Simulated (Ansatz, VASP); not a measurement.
## TiC in VASP and in Ansatz

POSCAR

```
TiC
1.0
    0.0000000000      2.1964600000      2.2289200000
    2.1964600000      0.0000000000      2.2289200000
    2.1964600000      2.1964600000      0.0000000000
Ti C
1 1
Direct
    0.0000000000      0.0000000000      0.0000000000
    0.5000000000      0.5000000000      0.5000000000
```

Contents of INCAR.step1:

```
SYSTEM = TiC
ALGO = Normal
EDIFF = 1E-4
ENCUT = 520
GGA = PE
ISMEAR = 0
LASPH = .TRUE.
LCHARG = .FALSE.
LREAL = .FALSE.
LWAVE = .TRUE.
NBANDS = 15
NELM = 80
PREC = Accurate
SIGMA = 0.15
```

The input INCAR.step2:

```
SYSTEM = TiC
ALGO = Normal
EDIFF = 1E-6
ENCUT = 520
ISIF = 2
ISMEAR = 0
ISTART = 1
LASPH = .TRUE.
LCHARG = .FALSE.
LMIXTAU = .TRUE.
LREAL = .FALSE.
LWAVE = .FALSE.
METAGGA = R2SCAN
NBANDS = 15
NELM = 80
PREC = Accurate
SIGMA = 0.15
```

File KPOINTS:

```
k-points
0
G
  18 18 18
  0 0 0
```

Input for Ansatz:

```yaml
crystal:
  lattice:
    - [0.0, 2.19646, 2.22892]
    - [2.19646, 0.0, 2.22892]
    - [2.19646, 2.19646, 0.0]
  atoms:
    - { symbol: Ti, position: [0.0, 0.0, 0.0] }
    - { symbol: C, position: [0.5, 0.5, 0.5] }
basis:
  ecutwfc: 500
kpoints:
  mp_grid: { grid: [18, 18, 18] }
hamiltonian:
  xc: r2scan
scf:
  occupations: { method: gaussian, width: 0.15 }
output:
  forces: true
  stress: true
  eigenvalues: true
```

Change from the starting cell: strain +0.015 along x and y, +0.030 along z, atoms carried along.

Alike in both runs: task single point; functional r2SCAN; k mesh 18 × 18 × 18; occupations gaussian, width 0.15 eV; no spin polarisation.

|  | VASP | Ansatz |
| --- | --- | --- |
| version | VASP 6.6.1 | Ansatz 0.2.0 |
| potentials or method | VASP PAW PBE potentials, release 64 (Ti_sv, C), cutoff 520 eV | scalar-relativistic, plane waves, PAW |
| valence electrons in the cell | 16 | 16 |

|  | VASP | Ansatz | Ansatz less VASP |
| --- | --- | --- | --- |
| gap on the k mesh at the Fermi level (eV) | none | none | - |
| pressure (GPa) | -12.9 | -13.8 | -0.83 |
| traceless stress, the component that is largest in VASP (GPa) | -2.89 | -2.84 | +0.057 |

VASP's potentials were made for PBE, not for r2SCAN. A gap of «none» marks a metal or a gap that the smearing closes.
